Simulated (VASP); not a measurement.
# ScAl2 (Fd-3m) in VASP: a series of runs, part 2 of 2

VASP 6.6.1.

## (5) Single point, r2SCAN

This run uses another cell than the first one, of 17.28 Å³/atom, 0.934 times its volume.

The input, POSCAR:

```
ScAl2
1.0
    0.0000000000      3.7285893457      3.7285893457
    3.7285893457      0.0000000000      3.7285893457
    3.7285893457      3.7285893457      0.0000000000
Sc Al
2 4
Direct
    0.5000000000      0.5000000000      0.5000000000
    0.7500000000      0.7500000000      0.7500000000
    0.1250000000      0.1250000000      0.1250000000
    0.6250000000      0.1250000000      0.1250000000
    0.1250000000      0.6250000000      0.1250000000
    0.1250000000      0.1250000000      0.6250000000
```

The input, INCAR.step1:

```
PREC = Accurate
ENCUT = 520
ISMEAR = 0
SIGMA = 0.1
LREAL = False
LASPH = True
NELM = 60
NBANDS = 26
GGA = PE
ALGO = Normal
EDIFF = 1E-4
LWAVE = True
LCHARG = False
```

The input, INCAR.step2:

```
PREC = Accurate
ENCUT = 520
EDIFF = 1E-6
ISMEAR = 0
SIGMA = 0.1
LREAL = False
LASPH = True
NELM = 60
ALGO = Normal
ISIF = 2
LWAVE = False
LCHARG = True
METAGGA = R2SCAN
LMIXTAU = True
LELF = True
LVHAR = True
NBANDS = 26
ISTART = 1
```

The input, KPOINTS:

```
regular mesh
0
Gamma
  8 8 8
```

Potentials or basis: VASP PAW PBE potentials, release 64 (Sc_sv, Al).

Run with:

```sh
> cat potpaw_PBE.64/Sc_sv/POTCAR potpaw_PBE.64/Al/POTCAR > POTCAR
> cp INCAR.step1 INCAR
> mpirun -np 1 vasp_std > vasp.out
> cp INCAR.step2 INCAR
> mpirun -np 1 vasp_std > vasp.out
```

OUTCAR:

```text
PREC = Accurate
   ENCUT = 520
   EDIFF = 1E-6
   ISMEAR = 0
   LREAL = False
   LASPH = True
   NELM = 60
   ISIF = 2
   METAGGA = R2SCAN
   ISTART = 1

 ion  position               nearest neighbor table
   1  0.500  0.500  0.500-   3 3.09   5 3.09   6 3.09   3 3.09   4 3.09   6 3.09   3 3.09   4 3.09
                             5 3.09   4 3.09   5 3.09   6 3.09   2 3.23   2 3.23   2 3.23   2 3.23
   2  0.750  0.750  0.750-   3 3.09   3 3.09   4 3.09   6 3.09   3 3.09   5 3.09   6 3.09   6 3.09
                             4 3.09   4 3.09   5 3.09   5 3.09   1 3.23   1 3.23   1 3.23   1 3.23
   3  0.125  0.125  0.125-   4 2.64   5 2.64   6 2.64   6 2.64   5 2.64   4 2.64   1 3.09   2 3.09
                             1 3.09   2 3.09   1 3.09   2 3.09
   4  0.625  0.125  0.125-   3 2.64   6 2.64   5 2.64   3 2.64   5 2.64   6 2.64   2 3.09   1 3.09
                             2 3.09   1 3.09   1 3.09   2 3.09
   5  0.125  0.625  0.125-   3 2.64   6 2.64   3 2.64   4 2.64   6 2.64   4 2.64   1 3.09   2 3.09
                             2 3.09   1 3.09   1 3.09   2 3.09
   6  0.125  0.125  0.625-   3 2.64   3 2.64   4 2.64   5 2.64   5 2.64   4 2.64   1 3.09   2 3.09
                             1 3.09   2 3.09   1 3.09   2 3.09

  LATTYP: Found a face centered cubic cell.
 ALAT       =     7.4571786914

  Lattice vectors:

 A1 = (   0.0000000000,   3.7285893457,   3.7285893457)
 A2 = (   3.7285893457,   0.0000000000,   3.7285893457)
 A3 = (   3.7285893457,   3.7285893457,   0.0000000000)

Analysis of symmetry for initial positions (statically):
=====================================================================
 Subroutine PRICEL returns:
 Original cell was already a primitive cell.

 Routine SETGRP: Setting up the symmetry group for a
 face centered cubic supercell.

 Subroutine GETGRP returns: Found 48 space group operations
 (whereof 24 operations were pure point group operations)
 out of a pool of 48 trial point group operations.

The static configuration has the point symmetry T_d .
 The point group associated with its full space group is O_h .

Analysis of symmetry for dynamics (positions and initial velocities):
=====================================================================
 Subroutine PRICEL returns:
 Original cell was already a primitive cell.

 Routine SETGRP: Setting up the symmetry group for a
 face centered cubic supercell.

 Subroutine GETGRP returns: Found 48 space group operations
 (whereof 24 operations were pure point group operations)
 out of a pool of 48 trial point group operations.

The dynamic configuration has the point symmetry T_d .
 The point group associated with its full space group is O_h .

 Subroutine INISYM returns: Found 48 space group operations
 (whereof 24 operations are pure point group operations),
 and found     1 'primitive' translations

----------------------------------------------------------------------------------------

                                     Primitive cell

  volume of cell :     103.6725

  direct lattice vectors                    reciprocal lattice vectors
     0.000000000  3.728589346  3.728589346    -0.134098972  0.134098972  0.134098972
     3.728589346  0.000000000  3.728589346     0.134098972 -0.134098972  0.134098972
     3.728589346  3.728589346  0.000000000     0.134098972  0.134098972 -0.134098972

  length of vectors
     5.273021621  5.273021621  5.273021621     0.232266234  0.232266234  0.232266234

  position of ions in fractional coordinates (direct lattice)
[... 66 lines left out ...]
  0.500000  0.250000  0.125000     48.000000
 -0.375000  0.250000  0.125000     24.000000
 [... further k-points ...]
   k-points           NKPTS =     29   k-points in BZ     NKDIM =     29   number of bands    NBANDS=     26
   number of dos      NEDOS =    301   number of ions     NIONS =      6
   total plane-waves  NPLWV =  64000
   dimension x,y,z NGX =    40 NGY =   40 NGZ =   40
   dimension x,y,z NGXF=    80 NGYF=   80 NGZF=   80
   ions per type =               2   4
   NGX,Y,Z   is equivalent  to a cutoff of  12.61, 12.61, 12.61 a.u.
   NGXF,Y,Z  is equivalent  to a cutoff of  25.22, 25.22, 25.22 a.u.
 SYSTEM =  unknown system
   PREC   = accura    normal or accurate (medium, high low for compatibility)
   ISTART =      1    job   : 0-new  1-cont  2-samecut
   ICHARG =      0    charge: 1-file 2-atom 10-const
   ISPIN  =      1    spin polarized calculation?
   LNONCOLLINEAR =      F non collinear calculations
   LSORBIT =      F    spin-orbit coupling
   LASPH  =      T    aspherical Exc in radial PAW
   ENCUT  =  520.0 eV  38.22 Ry    6.18 a.u.   9.80  9.80  9.80*2*pi/ulx,y,z
   NELM   =     60;   NELMIN=  2; NELMDL=  0     # of ELM steps
   EDIFF  = 0.1E-05   stopping-criterion for ELM
   LREAL  =      F    real-space projection
   EDIFFG = 0.1E-04   stopping-criterion for IOM
   NSW    =      0    number of steps for IOM
   IBRION =     -1    ionic relax: 0-MD 1-quasi-New 2-CG
   NFREE  =      0    steps in history (QN), initial steepest desc. (CG)
   ISIF   =      2    stress and relaxation
   ISYM   =      2    0-nonsym 1-usesym 2-fastsym
   POTIM  = 0.5000    time-step for ionic-motion
   TEBEG  =    0.0;   TEEND  =   0.0 temperature during run
   PSTRESS=    0.0 pullay stress
   NELECT =      34.0000    total number of electrons
   NUPDOWN=      -1.0000    fix difference up-down
   EMIN   =  10.00;   EMAX   =-10.00  energy-range for DOS
   EFERMI =   0.00;   METHOD = LEGACY
   ISMEAR =     0;   SIGMA  =   0.10  broadening in eV -4-tet -1-fermi 0-gaus
   EFERMI_NEDOS =   21; number of points for ismear=-14 and -15
   IALGO  =     38    algorithm
   IMIX   =      4    mixing-type and parameters
     AMIX     =   0.40;   BMIX     =  1.00
     AMIX_MAG =   1.60;   BMIX_MAG =  1.00
  volume/ion in A,a.u.               =      17.28       116.60
  Fermi-wavevector in a.u.,A,eV,Ry     =   1.128964  2.133432 17.341424  1.274559
  Thomas-Fermi vector in A             =   2.265655
   LORBIT       =      0    0 simple, 1 ext, 2 COOP (PROOUT), +10 PAW based schemes
   METAGGA = R2SCAN    functional components
   LHFCALC =     F    Hartree Fock is set to
   AEXX    =    0.0000 exact exchange contribution
   IVDW    =     0    specifies the selected vdW correction
   LEPSILON=     F    determine dielectric tensor
   LRPA    =     F    only Hartree local field effects (RPA)
 non-spin polarized calculation
 Gauss-broadening in eV      SIGMA  =   0.10
  energy-cutoff  :      520.00
  volume of cell :      103.67
 maximum number of plane-waves:      2810
   NGX = 19   NGY = 19   NGZ = 19

 number of electron      34.0000007 magnetization

 Free energy of the ion-electron system (eV)
  ---------------------------------------------------
  ext. energy  EPLUGINS =         0.00000000
  ---------------------------------------------------
  free energy    TOTEN  =       -52.85938223 eV

  energy without entropy =      -52.83674043  energy(sigma->0) =      -52.84806133

 E-fermi :   6.8778     XC(G=0): -11.1829

 val. band max:        6.8262078990   @ k =  -0.2500   0.1250   0.0000
 cond. band min:       6.8878104072   @ k =  -0.3750   0.3750   0.1250
 fundamental gap:      0.0616025082
 Fermi energy:         6.8777564694

 k-point     1 :       0.0000    0.0000    0.0000
  band No.  band energies     occupation
      1     -44.4655      2.00000
      2     -44.4171      2.00000
      3     -22.1951      2.00000
      4     -22.1951      2.00000
      5     -22.1951      2.00000
      6     -22.0695      2.00000
[... 685 lines left out ...]
     25      10.4818      0.00000
     26      10.9189      0.00000

 [... further k-points ...]

------------------------ aborting loop because EDIFF is reached ----------------------------------------

  FORCE on cell =-STRESS in cart. coord.  units (eV):
  Direction    XX          YY          ZZ          XY          YZ          ZX
  --------------------------------------------------------------------------------------
  -------------------------------------------------------------------------------------
  Total        2.6293295      2.6293295      2.6293295     -0.0000000     -0.0000000      0.0000000
  in kB       40.6342206     40.6342206     40.6342206     -0.0000000     -0.0000000      0.0000000
  external PRESSURE =      40.6342206 kB  Pullay stress =       0.0000000 kB

 VOLUME and BASIS-vectors are now :
 -----------------------------------------------------------------------------
  energy-cutoff  :      520.00
  volume of cell :      103.67
      direct lattice vectors                 reciprocal lattice vectors
     0.000000000  3.728589346  3.728589346    -0.134098972  0.134098972  0.134098972
     3.728589346  0.000000000  3.728589346     0.134098972 -0.134098972  0.134098972
     3.728589346  3.728589346  0.000000000     0.134098972  0.134098972 -0.134098972

 POSITION                                       TOTAL-FORCE (eV/Angst)
 -----------------------------------------------------------------------------------
      3.72859      3.72859      3.72859         0.000000      0.000000      0.000000
      5.59288      5.59288      5.59288        -0.000000     -0.000000     -0.000000
      0.93215      0.93215      0.93215         0.000000     -0.000000     -0.000000
      0.93215      2.79644      2.79644         0.000000     -0.000000     -0.000000
      2.79644      0.93215      2.79644         0.000000     -0.000000     -0.000000
      2.79644      2.79644      0.93215         0.000000     -0.000000     -0.000000
 -----------------------------------------------------------------------------------
    total drift:                               -0.000000     -0.000000      0.000000

  FREE ENERGIE OF THE ION-ELECTRON SYSTEM (eV)
  ---------------------------------------------------
  free  energy   TOTEN  =       -52.8593822262 eV

  energy  without entropy=      -52.8367404305  energy(sigma->0) =      -52.84806133
```

It took 3.4 min on 1 thread of Intel Xeon Platinum 8488C (Sapphire Rapids), shared host; peak memory 0.29 GiB.

Results:

| Quantity | Value |
| --- | --- |
| Free energy | -52.8594 eV |
| Pressure | 4.1 GPa |
| Band gap on the k mesh | zero (band 17 reaches 7.67 eV, above the bottom of band 18 at 4.98 eV) |

Levels at points of the mesh, in eV from the Fermi level:
```tsv
k point	band 14	band 15	band 16	band 17	band 18	band 19	band 20	band 21
(0.00, 0.00, 0.00)	-2.50	-2.50	-2.50	-1.89	-1.89	0.48	2.35	2.35
(0.50, 0.00, 0.00)	-2.12	-2.12	-0.35	-0.15	-0.15	1.84	1.84	2.02
(0.50, 0.50, 0.00)	-3.90	0.28	0.28	0.79	0.79	0.90	0.90	1.12
```

Caveat: the PAW data sets were made with another functional, which shifts forces and pressure a little.

## (6) Summary

| cell | gap on the mesh (eV) | pressure (GPa) |
| --- | --- | --- |
| a = 5.395 Å, angles 60.0°, 6 atoms | none | -2.6 |
| a = 5.447 Å, angles 60.0°, 6 atoms | none | -4.9 |
| a = 5.162 Å, angles 60.0°, 6 atoms | none | 12.0 |
| a = 5.273 Å, angles 60.0°, 6 atoms | none | 4.1 |

Alike in all rows: task single point; level r2SCAN; potentials or basis VASP PAW PBE potentials, release 64 (Sc_sv, Al); no spin polarisation; k mesh 8 × 8 × 8; cutoff (eV) 520; smearing gaussian 0.1 eV.

Caveats: the PAW data sets were made with another functional, which shifts forces and pressure a little.

Absolute energies hang on the potentials; compare differences alone.
